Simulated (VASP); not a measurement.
# AlN (P6_3mc) in VASP: single point with PBEsol

Aim: the single point of AlN with PBEsol.

Program: VASP 6.6.1. These are calculated values, not measurements. Logs are shortened: lines on timing, memory, paths and dates and some standing lists are left out, and cuts for length are marked.

### 1 The cell of the first run

The structure is hexagonal, space group P6_3mc (No. 186). Conventional cell: a = 3.114 Å, b = 3.114 Å, c = 4.984 Å, α = 90.00°, β = 90.00°, γ = 120.00°. Within 2.5 Å of Al (site symmetry 3m) lie 4 N at 1.89 to 1.90 Å. Within 2.5 Å of N (site symmetry 3m) lie 4 Al at 1.89 to 1.90 Å.

### 2 Single point, PBEsol

INCAR

```
SYSTEM = AlN
PREC = Accurate
ENCUT = 520
EDIFF = 1E-7
ISMEAR = 0
SIGMA = 0.02
LREAL = .FALSE.
LASPH = .TRUE.
NELM = 100
ALGO = Normal
ISIF = 2
LWAVE = .FALSE.
LCHARG = .TRUE.
GGA = PS
LELF = .TRUE.
LVHAR = .TRUE.
NBANDS = 16
```

KPOINTS

```
Automatic mesh
0
G
  9 9 4
  0 0 0
```

POSCAR

```
AlN
1.0
    3.1137807686      0.0000000000      0.0000000000
   -1.5568903843      2.6966132474      0.0000000000
    0.0000000000      0.0000000000      4.9836450158
Al N
2 2
Direct
    0.6666666667      0.3333333333      0.4990218916
    0.3333333333      0.6666666667      0.9990218916
    0.6666666667      0.3333333333      0.8809781084
    0.3333333333      0.6666666667      0.3809781084
```

Potentials or basis: VASP PAW PBE potentials, release 64 (Al, N).

The run is started by

```
> cat potpaw_PBE.64/Al/POTCAR potpaw_PBE.64/N/POTCAR > POTCAR
> mpirun -np 1 vasp_std > vasp.out
```

OUTCAR:

```text
SYSTEM = AlN
   PREC = Accurate
   ENCUT = 520
   EDIFF = 1E-7
   ISMEAR = 0
   LREAL = .FALSE.
   LASPH = .TRUE.
   NELM = 100
   ISIF = 2
   GGA = PS

 ion  position               nearest neighbor table
   1  0.667  0.333  0.499-   4 1.89   4 1.89   4 1.89   3 1.90   2 3.07   2 3.07   2 3.07   2 3.07
                             2 3.07   2 3.07
   2  0.333  0.667  0.999-   3 1.89   3 1.89   3 1.89   4 1.90   1 3.07   1 3.07   1 3.07   1 3.07
                             1 3.07   1 3.07
   3  0.667  0.333  0.881-   2 1.89   2 1.89   2 1.89   1 1.90
   4  0.333  0.667  0.381-   1 1.89   1 1.89   1 1.89   2 1.90

  LATTYP: Found a hexagonal cell.
 ALAT       =     3.1137807686
 C/A-ratio  =     1.6005124915

  Lattice vectors:

 A1 = (   3.1137807686,   0.0000000000,   0.0000000000)
 A2 = (  -1.5568903843,   2.6966132474,   0.0000000000)
 A3 = (   0.0000000000,   0.0000000000,   4.9836450158)

Analysis of symmetry for initial positions (statically):
=====================================================================
 Subroutine PRICEL returns:
 Original cell was already a primitive cell.

 Routine SETGRP: Setting up the symmetry group for a
 hexagonal supercell.

 Subroutine GETGRP returns: Found 12 space group operations
 (whereof  6 operations were pure point group operations)
 out of a pool of 24 trial point group operations.

The static configuration has the point symmetry C_3v.
 The point group associated with its full space group is C_6v.

Analysis of symmetry for dynamics (positions and initial velocities):
=====================================================================
 Subroutine PRICEL returns:
 Original cell was already a primitive cell.

 Routine SETGRP: Setting up the symmetry group for a
 hexagonal supercell.

 Subroutine GETGRP returns: Found 12 space group operations
 (whereof  6 operations were pure point group operations)
 out of a pool of 24 trial point group operations.

The dynamic configuration has the point symmetry C_3v.
 The point group associated with its full space group is C_6v.

 Subroutine INISYM returns: Found 12 space group operations
 (whereof  6 operations are pure point group operations),
 and found     1 'primitive' translations

----------------------------------------------------------------------------------------

                                     Primitive cell

  volume of cell :      41.8460

  direct lattice vectors                    reciprocal lattice vectors
     3.113780769  0.000000000  0.000000000     0.321152989  0.185417764  0.000000000
    -1.556890384  2.696613247  0.000000000     0.000000000  0.370835529  0.000000000
     0.000000000  0.000000000  4.983645016     0.000000000  0.000000000  0.200656346

  length of vectors
     3.113780769  3.113780769  4.983645016     0.370835529  0.370835529  0.200656346

  position of ions in fractional coordinates (direct lattice)
     0.666666667  0.333333333  0.499021892
     0.333333333  0.666666667  0.999021892
     0.666666667  0.333333333  0.880978108
     0.333333333  0.666666667  0.380978108

  ion indices of the primitive-cell ions
   primitive index   ion index
                 1           1
                 2           2
                 3           3
                 4           4

----------------------------------------------------------------------------------------

 KPOINTS: Automatic mesh

Automatic generation of k-mesh.
 Grid dimensions read from file:
 generate k-points for:    9    9    4

 Generating k-lattice:

  Cartesian coordinates                     Fractional coordinates (reciprocal lattice)
     0.035683665  0.020601974  0.000000000     0.111111111  0.000000000  0.000000000
     0.000000000  0.041203948  0.000000000     0.000000000  0.111111111  0.000000000
     0.000000000  0.000000000  0.050164087     0.000000000  0.000000000  0.250000000

  Length of vectors
     0.041203948  0.041203948  0.050164087

  Shift w.r.t. Gamma in fractional coordinates (k-lattice)
     0.000000000  0.000000000  0.000000000

 Subroutine IBZKPT returns following result:
 ===========================================

 Found     36 irreducible k-points:

 Following reciprocal coordinates:
            Coordinates               Weight
  0.000000  0.000000  0.000000      1.000000
  0.111111 -0.000000  0.000000      6.000000
  0.222222 -0.000000  0.000000      6.000000
  0.333333 -0.000000  0.000000      6.000000
  0.444444 -0.000000  0.000000      6.000000
  0.111111  0.111111  0.000000      6.000000
[... 16 lines left out ...]
  0.333333  0.222222  0.250000     24.000000
  0.333333  0.333333  0.250000      4.000000
 [... further k-points ...]
   k-points           NKPTS =     36   k-points in BZ     NKDIM =     36   number of bands    NBANDS=     16
   number of dos      NEDOS =    301   number of ions     NIONS =      4
   total plane-waves  NPLWV =  23040
   dimension x,y,z NGX =    24 NGY =   24 NGZ =   40
   dimension x,y,z NGXF=    48 NGYF=   48 NGZF=   80
   ions per type =               2   2
   NGX,Y,Z   is equivalent  to a cutoff of  12.81, 12.81, 13.34 a.u.
   NGXF,Y,Z  is equivalent  to a cutoff of  25.63, 25.63, 26.69 a.u.
 SYSTEM =  AlN
   PREC   = accura    normal or accurate (medium, high low for compatibility)
   ISTART =      0    job   : 0-new  1-cont  2-samecut
   ICHARG =      2    charge: 1-file 2-atom 10-const
   ISPIN  =      1    spin polarized calculation?
   LNONCOLLINEAR =      F non collinear calculations
   LSORBIT =      F    spin-orbit coupling
   LASPH  =      T    aspherical Exc in radial PAW
   ENCUT  =  520.0 eV  38.22 Ry    6.18 a.u.   5.79  5.79  9.27*2*pi/ulx,y,z
   NELM   =    100;   NELMIN=  2; NELMDL= -5     # of ELM steps
   EDIFF  = 0.1E-06   stopping-criterion for ELM
   LREAL  =      F    real-space projection
   EDIFFG = 0.1E-05   stopping-criterion for IOM
   NSW    =      0    number of steps for IOM
   IBRION =     -1    ionic relax: 0-MD 1-quasi-New 2-CG
   NFREE  =      0    steps in history (QN), initial steepest desc. (CG)
   ISIF   =      2    stress and relaxation
   ISYM   =      2    0-nonsym 1-usesym 2-fastsym
   POTIM  = 0.5000    time-step for ionic-motion
   TEBEG  =    0.0;   TEEND  =   0.0 temperature during run
   PSTRESS=    0.0 pullay stress
   NELECT =      16.0000    total number of electrons
   NUPDOWN=      -1.0000    fix difference up-down
   EMIN   =  10.00;   EMAX   =-10.00  energy-range for DOS
   EFERMI =   0.00;   METHOD = LEGACY
   ISMEAR =     0;   SIGMA  =   0.02  broadening in eV -4-tet -1-fermi 0-gaus
   EFERMI_NEDOS =   21; number of points for ismear=-14 and -15
   IALGO  =     38    algorithm
   IMIX   =      4    mixing-type and parameters
     AMIX     =   0.40;   BMIX     =  1.00
     AMIX_MAG =   1.60;   BMIX_MAG =  1.00
  volume/ion in A,a.u.               =      10.46        70.60
  Fermi-wavevector in a.u.,A,eV,Ry     =   1.188220  2.245410 19.209617  1.411867
  Thomas-Fermi vector in A             =   2.324354
   LORBIT       =      0    0 simple, 1 ext, 2 COOP (PROOUT), +10 PAW based schemes
   GGA     = PS    functional components
   LHFCALC =     F    Hartree Fock is set to
   AEXX    =    0.0000 exact exchange contribution
   IVDW    =     0    specifies the selected vdW correction
   LEPSILON=     F    determine dielectric tensor
   LRPA    =     F    only Hartree local field effects (RPA)
 non-spin polarized calculation
 Gauss-broadening in eV      SIGMA  =   0.02
  energy-cutoff  :      520.00
  volume of cell :       41.85
 maximum number of plane-waves:      1152
 NGX is ok and might be reduce to    24
   NGX = 11   NGY = 11   NGZ = 19

 number of electron      15.9999997 magnetization

 Free energy of the ion-electron system (eV)
  ---------------------------------------------------
  ext. energy  EPLUGINS =         0.00000000
  ---------------------------------------------------
  free energy    TOTEN  =       -31.31242077 eV

  energy without entropy =      -31.31242077  energy(sigma->0) =      -31.31242077

 E-fermi :   6.1385     XC(G=0): -11.0992

 val. band max:        6.0498841062   @ k =   0.0000   0.0000   0.0000
 cond. band min:      10.1615061316   @ k =   0.0000   0.0000   0.0000
 fundamental gap:      4.1116220254
 Fermi energy:         6.1384588625

 k-point     1 :       0.0000    0.0000    0.0000
  band No.  band energies     occupation
      1      -9.1109      2.00000
      2      -6.9315      2.00000
      3       0.0003      2.00000
      4       5.1725      2.00000
      5       5.1725      2.00000
      6       5.8266      2.00000
[... 8 lines left out ...]
     15      19.0704      0.00000
     16      19.0704      0.00000

 k-point     2 :       0.1111   -0.0000    0.0000
  band No.  band energies     occupation
      1      -8.9530      2.00000
      2      -6.8426      2.00000
      3       0.1880      2.00000
      4       4.4608      2.00000
      5       4.9729      2.00000
      6       5.1422      2.00000
[... 8 lines left out ...]
     15      18.9104      0.00000
     16      19.0832      0.00000

 k-point     3 :       0.2222   -0.0000    0.0000
  band No.  band energies     occupation
      1      -8.5039      2.00000
      2      -6.6197      2.00000
      3       0.7333      2.00000
      4       2.9479      2.00000
      5       3.8815      2.00000
      6       4.5635      2.00000
[... 8 lines left out ...]
     15      18.1024      0.00000
     16      18.8443      0.00000

 k-point     4 :       0.3333   -0.0000    0.0000
  band No.  band energies     occupation
      1      -7.8553      2.00000
      2      -6.4045      2.00000
      3       1.5031      2.00000
      4       1.5746      2.00000
      5       2.6975      2.00000
      6       4.1833      2.00000
[... 8 lines left out ...]
     15      18.0288      0.00000
     16      20.3076      0.00000
[... 324 lines left out ...]
 k-point    22 :       0.2222    0.2222    0.2500
  band No.  band energies     occupation
      1      -7.3549      2.00000
      2      -6.5189      2.00000
      3       1.2367      2.00000
      4       1.5766      2.00000
      5       3.2541      2.00000
      6       3.4117      2.00000
[... 8 lines left out ...]
     15      18.1293      0.00000
     16      20.5156      0.00000

 k-point    23 :       0.3333    0.2222    0.2500
  band No.  band energies     occupation
      1      -6.8607      2.00000
      2      -6.4472      2.00000
      3       0.9280      2.00000
      4       1.4491      2.00000
      5       2.4360      2.00000
      6       3.5946      2.00000
[... 8 lines left out ...]
     15      18.7508      0.00000
     16      20.7990      0.00000

 k-point    24 :       0.3333    0.3333    0.2500
  band No.  band energies     occupation
      1      -6.5539      2.00000
      2      -6.5539      2.00000
      3       1.4233      2.00000
      4       1.5729      2.00000
      5       1.5729      2.00000
      6       3.0607      2.00000
[... 8 lines left out ...]
     15      18.9782      0.00000
     16      21.3599      0.00000

 [... further k-points ...]
[... 5 lines left out ...]
  --------------------------------------------------------------------------------------
  -------------------------------------------------------------------------------------
  Total       -0.0074554     -0.0074554     -0.0029164      0.0000000     -0.0000000     -0.0000000
  in kB       -0.2854495     -0.2854495     -0.1116631      0.0000000     -0.0000000     -0.0000000
  external PRESSURE =      -0.2275207 kB  Pullay stress =       0.0000000 kB

 VOLUME and BASIS-vectors are now :
 -----------------------------------------------------------------------------
  energy-cutoff  :      520.00
  volume of cell :       41.85
      direct lattice vectors                 reciprocal lattice vectors
     3.113780769  0.000000000  0.000000000     0.321152989  0.185417764  0.000000000
    -1.556890384  2.696613247  0.000000000     0.000000000  0.370835529  0.000000000
     0.000000000  0.000000000  4.983645016     0.000000000  0.000000000  0.200656346

 POSITION                                       TOTAL-FORCE (eV/Angst)
 -----------------------------------------------------------------------------------
      1.55689      0.89887      2.48695        -0.000000      0.000000     -0.001787
     -0.00000      1.79774      4.97877         0.000000     -0.000000     -0.001787
      1.55689      0.89887      4.39048         0.000000     -0.000000      0.001787
     -0.00000      1.79774      1.89866        -0.000000     -0.000000      0.001787
 -----------------------------------------------------------------------------------
    total drift:                               -0.000000      0.000000      0.000415

  FREE ENERGIE OF THE ION-ELECTRON SYSTEM (eV)
  ---------------------------------------------------
  free  energy   TOTEN  =       -31.3124207747 eV

  energy  without entropy=      -31.3124207747  energy(sigma->0) =      -31.31242077
```

It took 54 s on 1 thread of AMD EPYC 7R13, shared host; peak memory 0.13 GiB.

Results:

| Quantity | Value |
| --- | --- |
| Free energy | -31.3124 eV |
| Pressure | 0.0 GPa |
| Band gap on the k mesh | 4.11 eV, direct |

Levels at points of the mesh, in eV from the valence-band top:
| k point | band 4 | band 5 | band 6 | band 7 | band 8 | band 9 | band 10 | band 11 | band 12 | band 13 |
| --- | --- | --- | --- | --- | --- | --- | --- | --- | --- | --- |
| (0.00, 0.00, 0.00) | -0.88 | -0.88 | -0.22 | -0.22 | 0.00 | 4.11 | 6.55 | 10.49 | 11.02 | 11.02 |
| (0.00, 0.00, 0.50) | -3.36 | -0.56 | -0.56 | -0.56 | -0.56 | 6.37 | 6.37 | 10.20 | 10.20 | 11.34 |

Caveat: the PAW data sets were made with another functional, which shifts forces and pressure a little.
